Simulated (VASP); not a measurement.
Wanted: the native input for a VASP 6.6.1 run.

- Task: single point
- Functional: PBEsol
- Potentials or basis: VASP PAW PBE potentials, release 64 (C, Mg)
- Cutoff: 520 eV
- k mesh: 2 × 2 × 2
- Occupations: fermi-dirac, width 0.112 eV
- Spin: no spin polarisation
- Dipole correction: no
- Further INCAR settings: LREAL = Auto; ALGO = Normal; EDIFF = 1e-07; NBANDS = 50

The structure of Mg2C lies in POSCAR:

```
Mg2C
1.0
    0.0000000000      5.4218852363      5.4218852363
    5.4218852363      0.0000000000      5.4218852363
    5.4218852363      5.4218852363      0.0000000000
C Mg
8 16
Direct
    0.0331950036      0.0002120111      0.0089772280
   -0.0089345307     -0.0056795743      0.5209212067
   -0.0034426217      0.5063029519      0.0050046246
    0.0246577517      0.5012517568      0.4721391893
    0.4732204553      0.0093491466      0.0011748681
    0.5037616772     -0.0063778554      0.4905845262
    0.4965852988      0.5261499231     -0.0119367152
    0.4730638677      0.4926965223      0.5192778669
    0.1140022286      0.1079593120      0.1287358492
    0.3722992856      0.3813857929      0.3727897054
    0.1368263008      0.1187427384      0.6208249259
    0.3853255665      0.3638643966      0.8781185496
    0.1143008332      0.6424770810      0.1072136304
    0.3793699812      0.8887251002      0.3623557885
    0.1285902356      0.6235149496      0.6303926312
    0.3621410108      0.8686971034      0.8772516925
    0.6310788316      0.1265854901      0.1203756575
    0.8806598244      0.3720201391      0.3858269603
    0.6232703852      0.1242537366      0.6234081602
    0.8848578107      0.3796368625      0.8709842230
    0.6236698773      0.6310398230      0.1285153539
    0.8821203865      0.8745617610      0.3759444199
    0.6248035236      0.6097246356      0.6286531071
    0.8635179086      0.8749150514      0.8834818133
```

These files were run (other wordings do the same):

INCAR

```
SYSTEM = Mg2C
PREC = Accurate
ENCUT = 520
EDIFF = 1E-7
ISMEAR = -1
SIGMA = 0.112
LREAL = Auto
LASPH = .TRUE.
NELM = 60
ALGO = Normal
ISIF = 2
LWAVE = .FALSE.
LCHARG = .TRUE.
GGA = PS
LELF = .TRUE.
LVHAR = .TRUE.
NBANDS = 50
```

KPOINTS

```
regular mesh
0
G
  2 2 2
  0 0 0
```

Potentials or basis: VASP PAW PBE potentials, release 64 (C, Mg).

The run is started by

```sh
$ cat potpaw_PBE.64/C/POTCAR potpaw_PBE.64/Mg/POTCAR > POTCAR
$ mpirun -np 1 vasp_std > vasp.out
```

It gave:

```json
{"Pressure": "2.0 GPa", "Largest force": "4.143 eV/Å", "Band gap on the k mesh": "0.60 eV"}
```

Caveat: the k points lie up to 0.50 Å⁻¹ apart; the atoms stand as in a frame of molecular dynamics; the PAW data sets were made with another functional, which shifts forces and pressure a little.

Run time: 4.4 min on 1 thread of Intel(R) Xeon(R) Platinum 8488C (Sapphire Rapids) (shared host), peak memory 0.49 GiB.
